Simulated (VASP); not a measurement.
# CoO in VASP: single point with LDA

Aim: the single point of CoO with LDA.

Everything below comes from runs of VASP 6.6.1. Logs are shortened: lines on timing, memory, paths and dates and some standing lists are left out, and cuts for length are marked.

## 1. The cell of the first run

The typed cell holds 2 atoms: a = 2.881 Å, b = 2.881 Å, c = 2.881 Å, α = 119.99°, β = 119.99°, γ = 90.01°.

## 2. Single point, LDA, collinear spin, ferromagnetic start

The input, INCAR:

```
SYSTEM = CoO
ALGO     = Normal         ! electronic algorithm
EDIFF    = 1E-7           ! SCF threshold, eV
ENCUT    = 520            ! plane-wave cutoff, eV
ISIF     = 2              ! what is computed and relaxed
ISMEAR   = 0              ! smearing method
ISPIN    = 2              ! spin polarisation
LASPH    = .True.         ! aspherical terms in the spheres
LCHARG   = .False.        ! write CHGCAR
LMAXMIX  = 4              ! l up to which the mixer works
LORBIT   = 11             ! projections on sites
LREAL    = .False.        ! projectors in reciprocal space
LWAVE    = .False.        ! write WAVECAR
MAGMOM   = 2.73 0.35      ! initial moments
NBANDS   = 18             ! bands
NELM     = 150            ! most SCF steps
PREC     = Accurate       ! precision mode
SIGMA    = 0.1            ! smearing width, eV
```

The input, KPOINTS:

```
k-points
0
Gamma
  20 20 20
  0 0 0
```

The input, POSCAR:

```
CoO
1.0
   -1.4406097972      1.4406097972      2.0370102669
    1.4406097972     -1.4406097972      2.0370102669
    1.4406097972      1.4406097972     -2.0370102669
Co O
1 1
Direct
    0.0000000000      0.0000000000      0.0000000000
    0.5000000000      0.5000000000      0.0000000000
```

Potentials or basis: VASP PAW LDA potentials, release 64 (Co, O).

Launch:

```bash
> cat potpaw_LDA.64/Co/POTCAR potpaw_LDA.64/O/POTCAR > POTCAR
> mpirun -np 1 vasp_std > vasp.out
```

OUTCAR:

```text
SYSTEM = CoO
   EDIFF = 1E-7
   ENCUT = 520
   ISIF = 2
   ISMEAR = 0
   ISPIN = 2
   LASPH = .True.
   LORBIT = 11
   LREAL = .False.
   NELM = 150
   PREC = Accurate

 ion  position               nearest neighbor table
   1  0.000  0.000  0.000-   2 2.04   2 2.04   2 2.04   2 2.04   2 2.04   2 2.04
   2  0.500  0.500  0.000-   1 2.04   1 2.04   1 2.04   1 2.04   1 2.04   1 2.04

  LATTYP: Found a body centered tetragonal cell.
 ALAT       =     2.8812195944
 C/A-ratio  =     1.4139916797

  Lattice vectors:

 A1 = (  -1.4406097972,   1.4406097972,   2.0370102669)
 A2 = (   1.4406097972,  -1.4406097972,   2.0370102669)
 A3 = (   1.4406097972,   1.4406097972,  -2.0370102669)

Analysis of symmetry for initial positions (statically):
=====================================================================
 Subroutine PRICEL returns:
 Original cell was already a primitive cell.

 Routine SETGRP: Setting up the symmetry group for a
 body centered tetragonal supercell.

 Subroutine GETGRP returns: Found 16 space group operations
 (whereof 16 operations were pure point group operations)
 out of a pool of 16 trial point group operations.

The static configuration has the point symmetry D_4h.

Analysis of symmetry for dynamics (positions and initial velocities):
=====================================================================
 Subroutine PRICEL returns:
 Original cell was already a primitive cell.

 Routine SETGRP: Setting up the symmetry group for a
 body centered tetragonal supercell.

 Subroutine GETGRP returns: Found 16 space group operations
 (whereof 16 operations were pure point group operations)
 out of a pool of 16 trial point group operations.

The dynamic configuration has the point symmetry D_4h.

Analysis of structural, dynamic, and magnetic symmetry:
=====================================================================
 Subroutine PRICEL returns:
 Original cell was already a primitive cell.

 Routine SETGRP: Setting up the symmetry group for a
 body centered tetragonal supercell.

 Subroutine GETGRP returns: Found 16 space group operations
 (whereof 16 operations were pure point group operations)
 out of a pool of 16 trial point group operations.

The overall configuration has the point symmetry D_4h.

 Subroutine INISYM returns: Found 16 space group operations
 (whereof 16 operations are pure point group operations),
 and found     1 'primitive' translations

----------------------------------------------------------------------------------------

                                     Primitive cell

  volume of cell :      16.9101

  direct lattice vectors                    reciprocal lattice vectors
    -1.440609797  1.440609797  2.037010267     0.000000000  0.347075246  0.245457771
     1.440609797 -1.440609797  2.037010267     0.347075246  0.000000000  0.245457771
     1.440609797  1.440609797 -2.037010267     0.347075246  0.347075246  0.000000000

  length of vectors
     2.880993579  2.880993579  2.880993579     0.425100863  0.425100863  0.490838520

  position of ions in fractional coordinates (direct lattice)
     0.000000000  0.000000000  0.000000000
     0.500000000  0.500000000  0.000000000

  ion indices of the primitive-cell ions
   primitive index   ion index
                 1           1
                 2           2

----------------------------------------------------------------------------------------

 KPOINTS: k-points

Automatic generation of k-mesh.
 Grid dimensions read from file:
 generate k-points for:   20   20   20

 Generating k-lattice:

  Cartesian coordinates                     Fractional coordinates (reciprocal lattice)
     0.000000000  0.017353762  0.012272889     0.050000000  0.000000000  0.000000000
     0.017353762  0.000000000  0.012272889     0.000000000  0.050000000  0.000000000
     0.017353762  0.017353762  0.000000000     0.000000000  0.000000000  0.050000000

  Length of vectors
     0.021255043  0.021255043  0.024541926

  Shift w.r.t. Gamma in fractional coordinates (k-lattice)
     0.000000000  0.000000000  0.000000000

 Subroutine IBZKPT returns following result:
 ===========================================

 Found    641 irreducible k-points:

 Following reciprocal coordinates:
            Coordinates               Weight
  0.000000  0.000000  0.000000      1.000000
  0.050000 -0.000000  0.000000      8.000000
  0.100000 -0.000000  0.000000      8.000000
  0.150000 -0.000000  0.000000      8.000000
  0.200000 -0.000000  0.000000      8.000000
  0.250000 -0.000000  0.000000      8.000000
[... 16 lines left out ...]
 -0.400000  0.050000 -0.000000     16.000000
 -0.350000  0.050000 -0.000000     16.000000
 [... further k-points ...]
   k-points           NKPTS =    641   k-points in BZ     NKDIM =    641   number of bands    NBANDS=     18
   number of dos      NEDOS =    301   number of ions     NIONS =      2
   total plane-waves  NPLWV =  13824
   dimension x,y,z NGX =    24 NGY =   24 NGZ =   24
   dimension x,y,z NGXF=    48 NGYF=   48 NGZF=   48
   ions per type =               1   1
   NGX,Y,Z   is equivalent  to a cutoff of  13.85, 13.85, 13.85 a.u.
   NGXF,Y,Z  is equivalent  to a cutoff of  27.70, 27.70, 27.70 a.u.
 SYSTEM =  CoO
   PREC   = accura    normal or accurate (medium, high low for compatibility)
   ISTART =      0    job   : 0-new  1-cont  2-samecut
   ICHARG =      2    charge: 1-file 2-atom 10-const
   ISPIN  =      2    spin polarized calculation?
   LNONCOLLINEAR =      F non collinear calculations
   LSORBIT =      F    spin-orbit coupling
   LASPH  =      T    aspherical Exc in radial PAW
   ENCUT  =  520.0 eV  38.22 Ry    6.18 a.u.   5.36  5.36  5.36*2*pi/ulx,y,z
   NELM   =    150;   NELMIN=  2; NELMDL= -5     # of ELM steps
   EDIFF  = 0.1E-06   stopping-criterion for ELM
   LREAL  =      F    real-space projection
   EDIFFG = 0.1E-05   stopping-criterion for IOM
   NSW    =      0    number of steps for IOM
   IBRION =     -1    ionic relax: 0-MD 1-quasi-New 2-CG
   NFREE  =      0    steps in history (QN), initial steepest desc. (CG)
   ISIF   =      2    stress and relaxation
   ISYM   =      2    0-nonsym 1-usesym 2-fastsym
   POTIM  = 0.5000    time-step for ionic-motion
   TEBEG  =    0.0;   TEEND  =   0.0 temperature during run
   PSTRESS=    0.0 pullay stress
   NELECT =      15.0000    total number of electrons
   NUPDOWN=      -1.0000    fix difference up-down
   EMIN   =  10.00;   EMAX   =-10.00  energy-range for DOS
   EFERMI =   0.00;   METHOD = LEGACY
   ISMEAR =     0;   SIGMA  =   0.10  broadening in eV -4-tet -1-fermi 0-gaus
   EFERMI_NEDOS =   21; number of points for ismear=-14 and -15
   IALGO  =     38    algorithm
   IMIX   =      4    mixing-type and parameters
     AMIX     =   0.40;   BMIX     =  1.00
     AMIX_MAG =   1.60;   BMIX_MAG =  1.00
  volume/ion in A,a.u.               =       8.46        57.06
  Fermi-wavevector in a.u.,A,eV,Ry     =   1.572980  2.972502 33.664445  2.474267
  Thomas-Fermi vector in A             =   2.674333
   LORBIT       =     11    0 simple, 1 ext, 2 COOP (PROOUT), +10 PAW based schemes
   GGA     = CA    functional components
   LHFCALC =     F    Hartree Fock is set to
   AEXX    =    0.0000 exact exchange contribution
   IVDW    =     0    specifies the selected vdW correction
   LEPSILON=     F    determine dielectric tensor
   LRPA    =     F    only Hartree local field effects (RPA)
 spin polarized calculation
 Gauss-broadening in eV      SIGMA  =   0.10
  energy-cutoff  :      520.00
  volume of cell :       16.91
 maximum number of plane-waves:       471
 NGX is ok and might be reduce to    24
   NGX = 11   NGY = 11   NGZ = 11

 number of electron      15.0000000 magnetization       1.9784886

 Free energy of the ion-electron system (eV)
  ---------------------------------------------------
  ext. energy  EPLUGINS =         0.00000000
  ---------------------------------------------------
  free energy    TOTEN  =       -14.84167384 eV

  energy without entropy =      -14.82108244  energy(sigma->0) =      -14.83137814

 E-fermi :   9.6189     XC(G=0): -13.6651

 val. band max:        9.6187587297   @ k =  -0.3000  -0.3500   0.0500
 cond. band min:       9.6191911660   @ k =  -0.2500   0.3500   0.1000
 fundamental gap:      0.0004324363
 Fermi energy:         9.6189229193

 spin component 1

 k-point     1 :       0.0000    0.0000    0.0000
  band No.  band energies     occupation
      1     -11.7929      1.00000
      2       5.6730      1.00000
      3       5.6734      1.00000
      4       5.6734      1.00000
      5       6.7947      1.00000
      6       6.7947      1.00000
[... 10 lines left out ...]
     17      33.4819      0.00000
     18      36.2635      0.00000
[... 463 lines left out ...]
 k-point    24 :      -0.3500    0.0500   -0.0000
  band No.  band energies     occupation
      1     -10.6065      1.00000
      2       1.2296      1.00000
      3       3.1684      1.00000
      4       3.3250      1.00000
      5       7.4497      1.00000
      6       7.6356      1.00000
[... 10 lines left out ...]
     17      38.6321      0.00000
     18      40.8961      0.00000

 [... further k-points ...]

 spin component 2

 k-point     1 :       0.0000    0.0000    0.0000
  band No.  band energies     occupation
      1     -11.4996      1.00000
      2       5.9971      1.00000
      3       5.9977      1.00000
      4       5.9977      1.00000
      5       8.1430      1.00000
      6       8.1430      1.00000
[... 10 lines left out ...]
     17      34.0886      0.00000
     18      36.8700      0.00000
[... 463 lines left out ...]
 k-point    24 :      -0.3500    0.0500   -0.0000
  band No.  band energies     occupation
      1     -10.3044      1.00000
      2       1.6127      1.00000
      3       3.8875      1.00000
      4       4.0269      1.00000
      5       8.8750      1.00000
      6       9.1448      1.00000
[... 10 lines left out ...]
     17      38.9662      0.00000
     18      41.2917      0.00000

 [... further k-points ...]

------------------------ aborting loop because EDIFF is reached ----------------------------------------

  FORCE on cell =-STRESS in cart. coord.  units (eV):
  Direction    XX          YY          ZZ          XY          YZ          ZX
  --------------------------------------------------------------------------------------
  -------------------------------------------------------------------------------------
  Total       -0.2192682     -0.2192682     -0.2169411      0.0000000      0.0000000      0.0000000
  in kB      -20.7749602    -20.7749602    -20.5544800      0.0000000      0.0000000      0.0000000
  external PRESSURE =     -20.7014668 kB  Pullay stress =       0.0000000 kB

 VOLUME and BASIS-vectors are now :
 -----------------------------------------------------------------------------
  energy-cutoff  :      520.00
  volume of cell :       16.91
      direct lattice vectors                 reciprocal lattice vectors
    -1.440609797  1.440609797  2.037010267     0.000000000  0.347075246  0.245457771
     1.440609797 -1.440609797  2.037010267     0.347075246  0.000000000  0.245457771
     1.440609797  1.440609797 -2.037010267     0.347075246  0.347075246  0.000000000

 POSITION                                       TOTAL-FORCE (eV/Angst)
 -----------------------------------------------------------------------------------
      0.00000      0.00000      0.00000         0.000000     -0.000000      0.000000
      0.00000      0.00000      2.03701        -0.000000      0.000000     -0.000000
 -----------------------------------------------------------------------------------
    total drift:                               -0.000000      0.000000     -0.000000

  FREE ENERGIE OF THE ION-ELECTRON SYSTEM (eV)
  ---------------------------------------------------
  free  energy   TOTEN  =       -14.8416738401 eV

  energy  without entropy=      -14.8210824380  energy(sigma->0) =      -14.83137814

 total charge

# of ion       s       p       d       tot
------------------------------------------
    1        0.333   0.448   7.349   8.131
    2        1.549   3.426   0.000   4.976
--------------------------------------------------
tot          1.883   3.874   7.349  13.106

 magnetization (x)

# of ion       s       p       d       tot
------------------------------------------
    1        0.019   0.016   1.748   1.782
    2        0.029   0.131   0.000   0.160
--------------------------------------------------
tot          0.047   0.147   1.748   1.942
```

Wall time 4.7 min (1 thread of Intel Xeon Platinum 8488C (Sapphire Rapids), shared host); peak memory 0.39 GiB.

Results:

- Free energy: -14.8417 eV
- Pressure: -2.1 GPa
- Net moment: 1.98 μB per cell
- Site moments: Co +1.78; O +0.16 μB
- Valence electrons inside the program's atomic spheres: Co 8.13; O 4.98

Levels at points of the mesh, in eV from the Fermi level:
Spin up:
```tsv
k point	band 6	band 7	band 8	band 9	band 10	band 11	band 12	band 13
(0.00, 0.00, 0.00)	-2.82	-2.82	-2.69	-2.69	1.81	17.07	19.17	19.17
(0.50, 0.00, 0.00)	-1.78	-1.27	0.86	0.86	5.27	10.49	14.22	14.22
(0.50, 0.50, 0.00)	-2.20	-1.42	-1.42	-1.39	6.82	10.44	12.40	17.15
(0.50, 0.50, 0.50)	-2.20	-1.42	-1.42	-1.39	6.82	10.45	12.39	17.15
```
Spin down:
```tsv
k point	band 3	band 4	band 5	band 6	band 7	band 8	band 9	band 10
(0.00, 0.00, 0.00)	-3.62	-3.62	-1.48	-1.48	-1.47	-0.82	-0.82	2.17
(0.50, 0.00, 0.00)	-6.07	-6.07	-0.26	-0.26	0.10	2.41	2.41	5.52
(0.50, 0.50, 0.00)	-5.00	-5.00	-2.93	-0.25	0.12	0.12	0.54	7.35
(0.50, 0.50, 0.50)	-5.00	-5.00	-2.93	-0.25	0.12	0.12	0.54	7.35
```

Caveat: a cell with one magnetic atom can't hold antiferromagnetic order, which such compounds often take; semilocal functionals often make such compounds metallic where correlation or magnetic order opens a gap, which also shifts bond lengths.
